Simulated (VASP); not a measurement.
Set up this calculation in VASP 6.6.1, as the native input.

```
Task                   : single point
Functional             : PBE
Potentials or basis    : VASP PAW PBE potentials, release 64 (Ta_pv, N)
Cutoff                 : 520 eV
k mesh                 : 18 × 18 × 10
Occupations            : gaussian, width 0.15 eV
Spin                   : no spin polarisation
Dipole correction      : no
Further INCAR settings : ALGO = Normal; EDIFF = 1e-07; NBANDS = 24
```

The structure of TaN lies in POSCAR:

```
TaN
1.0
    2.8041618203      0.0000000000      0.0000000000
   -1.4020809101      2.4284753727      0.0000000000
    0.0000000000      0.0000000000      4.5245600000
Ta N
2 2
Direct
    0.0000000000      0.0000000000      0.0000000000
    0.0000000000      0.0000000000      0.5000000000
    0.3333333333      0.6666666667      0.2500000000
    0.6666666667      0.3333333333      0.7500000000
```

This cell differs from its parent crystal: strain -0.080 along x and y, -0.080 along z.

One way to write it, as run:

INCAR

```
SYSTEM = TaN
ALGO = Normal
EDIFF = 1E-7
ENCUT = 520
GGA = PE
ISIF = 2
ISMEAR = 0
LASPH = .TRUE.
LCHARG = .TRUE.
LELF = .TRUE.
LREAL = .FALSE.
LVHAR = .TRUE.
LWAVE = .FALSE.
NBANDS = 24
NELM = 100
PREC = Accurate
SIGMA = 0.15
```

KPOINTS

```
k-points
0
G
  18 18 10
  0 0 0
```

Potentials or basis: VASP PAW PBE potentials, release 64 (Ta_pv, N).

The run is started by

```sh
$ cat potpaw_PBE.64/Ta_pv/POTCAR potpaw_PBE.64/N/POTCAR > POTCAR
$ mpirun -np 1 vasp_std > vasp.out
```

It gave:

| Item | Value |
| --- | --- |
| Pressure | 281.2 GPa |
| Band gap on the k mesh | zero (bands 16 and 17 overlap by 3.66 eV) |

Caveat: the cell differs from its parent crystal (strain -0.080 along x and y, -0.080 along z); the cell stands under pressure; spin-orbit coupling is left out, which moves the levels of the heavy elements.

It took 61 s on 1 thread of Intel(R) Xeon(R) 6975P-C (Granite Rapids), with other jobs on the host, peak memory 0.26 GiB.
